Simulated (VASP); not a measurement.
## TaN: single point with PBE

TaN:

```
CELL_PARAMETERS angstrom
6.24327 0.00000 0.00465
-3.12164 5.40683 -0.00465
-1.55892 0.90004 2.54756
ATOMIC_POSITIONS crystal
Ta 0.25000 0.25000 0.50000
Ta 0.75000 0.25000 0.50000
Ta 0.25000 0.75000 0.50000
Ta 0.75000 0.75000 0.50000
N 0.00000 0.50000 0.00000
N 0.50000 0.50000 0.00000
N 0.00000 0.00000 0.00000
N 0.50000 0.00000 0.00000
```

| Property | Result |
| --- | --- |
| Program | VASP 6.6.1 |
| Task | single point |
| Functional | PBE |
| Potentials or basis | VASP PAW PBE potentials, release 64 (Ta_pv, N) |
| Cutoff | 520 eV |
| k mesh | 6 × 6 × 13 |
| Occupations | gaussian, width 0.1 eV |
| Spin | no spin polarisation |
| Dipole correction | no |
| Further INCAR settings | ALGO = Fast; EDIFF = 1e-06; NBANDS = 42 |

```yaml
Pressure: 1.3 GPa
Band_gap_on_the_k_mesh: zero (bands 32 and 33 overlap by 2.82 eV)
```

Stress tensor (GPa, compression positive):
```
 1.35  0.30  0.02
 0.30  1.70 -0.01
 0.02 -0.01  0.78
```

Levels at points of the mesh, in eV from the Fermi level:
```
           k point  band 30  band 31  band 32  band 33  band 34  band 35
(0.00, 0.00, 0.00)    -2.04    -2.04    -2.02     0.09     0.11     1.46
(0.50, 0.00, 0.00)    -1.98    -0.73    -0.73    -0.35    -0.35    -0.34
(0.50, 0.50, 0.00)    -4.00     0.46     0.46     0.68     0.68     1.02
```

Wall time 21 min on 1 thread of Oxide Virtual Turin-like Processor, with other jobs on the host, peak memory 0.46 GiB.

Caveat: spin-orbit coupling is left out, which moves the levels of the heavy elements.
